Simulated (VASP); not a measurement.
A run of VASP 6.6.1:

INCAR

```
  ALGO = Normal
  EDIFF = 1E-6
  ENCUT = 520
  GGA = CA
  ISIF = 2
  ISMEAR = -1
  LASPH = True
  LCHARG = False
  LREAL = Auto
  LWAVE = False
  NBANDS = 46
  NELM = 60
  PREC = Accurate
  SIGMA = 0.05
```

File KPOINTS:

```
k-points
0
Gamma
  2 2 2
```

The input POSCAR:

```
MgO
1.0
    0.0000000000      3.8220000000      3.8220000000
    3.8220000000      0.0000000000      3.8220000000
    3.8220000000      3.8220000000      0.0000000000
Mg O
8 8
Direct
   -0.0078492936      0.0227891156     -0.0081632653
   -0.0186682365      0.0324306646      0.4948848770
    0.0075353218      0.5057823129     -0.0074829932
    0.0174123496      0.5051151230      0.4926085819
    0.5084510727     -0.0175039246     -0.0070643642
    0.5221611722     -0.0208791209      0.4858712716
    0.4734432234      0.5232339089     -0.0022762951
    0.4840005233      0.4933935113      0.5309916274
    0.2796703297      0.2002616431      0.2592360021
    0.2600078493      0.2265698587      0.7543825222
    0.2397043433      0.7319335426      0.2552982732
    0.2252093145      0.7400444793      0.7582548404
    0.7212192569      0.2860020931      0.2767137624
    0.7341313448      0.2636708530      0.7638016745
    0.7835557300      0.7428440607      0.2451465201
    0.7770408163      0.7413003663      0.7185112507
```

Potentials or basis: VASP PAW LDA potentials, release 64 (Mg, O).

The run is started by

```sh
$ cat potpaw_LDA.64/Mg/POTCAR potpaw_LDA.64/O/POTCAR > POTCAR
$ mpirun -np 1 vasp_std > vasp.out
```

Hardware: 1 thread of Intel(R) Xeon(R) Platinum 8175M CPU @ 2.50GHz (Skylake/Cascade Lake), on a shared host.

Question: How long does it take, and how much memory?

Answer: Run time: 85 s on 1 thread of Intel(R) Xeon(R) Platinum 8175M CPU @ 2.50GHz (Skylake/Cascade Lake), on a shared host, peak memory 0.2 GiB. Counts: scf iterations 13, k points 8.
